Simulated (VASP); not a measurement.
**Pb: single point with r2SCAN50**

Pb:

```
Pb
1.0
     3.48000    0.00000    0.00000
    -1.74000    3.01377    0.00000
     0.00000    0.00000    5.59000
Pb
2
Direct
  0.66667 0.33333 0.75000
  0.33333 0.66667 0.25000
```

| Property | Result |
| --- | --- |
| Program | VASP 6.6.1 |
| Task | single point |
| Functional | r2SCAN50 |
| Potentials or basis | VASP PAW PBE potentials, release 64 (Pb_d) |
| Cutoff | 520 eV |
| k mesh | 5 × 5 × 3 |
| Occupations | fermi-dirac, width 0.05 eV |
| Spin | no spin polarisation |

The pressure is 1.8 GPa. The band gap on the k mesh is zero (band 14 reaches 15.13 eV, above the bottom of band 15 at 6.02 eV).

Stress tensor (GPa, compression positive):
```
1.82 0.00 0.00
0.00 1.82 0.00
0.00 0.00 1.72
```

Levels at points of the mesh, in eV from the Fermi level:
```csv
k point,band 12,band 13,band 14,band 15,band 16,band 17
"(0.00, 0.00, 0.00)",-10.23,-6.11,8.07,8.07,10.26,10.26
```

It took 25 min on 1 thread of Intel Xeon 6975P-C, on a shared host, peak memory 0.2 GiB.

Caveat: the k points lie up to 0.42 Å⁻¹ apart; the PAW data sets were made with another functional, which shifts forces and pressure a little; spin-orbit coupling is left out, which moves the levels of the heavy elements.
